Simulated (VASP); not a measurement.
**Be3Te: single point with PBE**

Be3Te:

```
Be Te
1.0
     4.36210    0.00000    0.00000
    -2.18105    3.77769    0.00000
     0.00000    0.00000    4.24163
Be Te
3 1
Direct
  0.00000 0.00000 0.00000
  0.33333 0.66667 0.74571
  0.33333 0.66667 0.25429
  0.66667 0.33333 0.00000
```

The cell was generated, and may not be a known phase.

```json
{
  "Program": "VASP 6.6.1",
  "Task": "single point",
  "Functional": "PBE",
  "Potentials or basis": "VASP PAW PBE potentials, release 64 (Be, Te)",
  "Cutoff": "600 eV",
  "k mesh": "7 × 7 × 3",
  "Occupations": "gaussian, width 0.2 eV",
  "Spin": "no spin polarisation",
  "Dipole correction": "no",
  "Further INCAR settings": "ALGO = Normal; EDIFF = 1e-06; NBANDS = 14"
}
```

```yaml
Pressure: 0.0 GPa
Largest_force: 0.011 eV/Å
Band_gap_on_the_k_mesh: zero (bands 6 and 7 overlap by 1.69 eV)
```

Forces on the atoms (eV/Å):
```
Be   0.000  0.000  0.000
Be   0.000  0.000 -0.011
Be   0.000  0.000  0.011
Te   0.000  0.000  0.000
```

Stress tensor (GPa, compression positive):
```
 0.12  0.00  0.00
 0.00  0.12  0.00
 0.00  0.00 -0.17
```

Levels at points of the mesh, in eV from the Fermi level:
```
           k point  band 4  band 5  band 6  band 7  band 8  band 9
(0.00, 0.00, 0.00)   -3.15   -2.59   -1.07   -0.95   -0.95    2.14
```

Run time: 23 s on 1 thread of Intel(R) Xeon(R) Platinum 8488C (Sapphire Rapids) (shared host), peak memory 0.21 GiB.

Caveat: the k points lie up to 0.49 Å⁻¹ apart, too coarse for converged energies and pressures of a metal; spin-orbit coupling is left out, which moves the levels of the heavy elements.
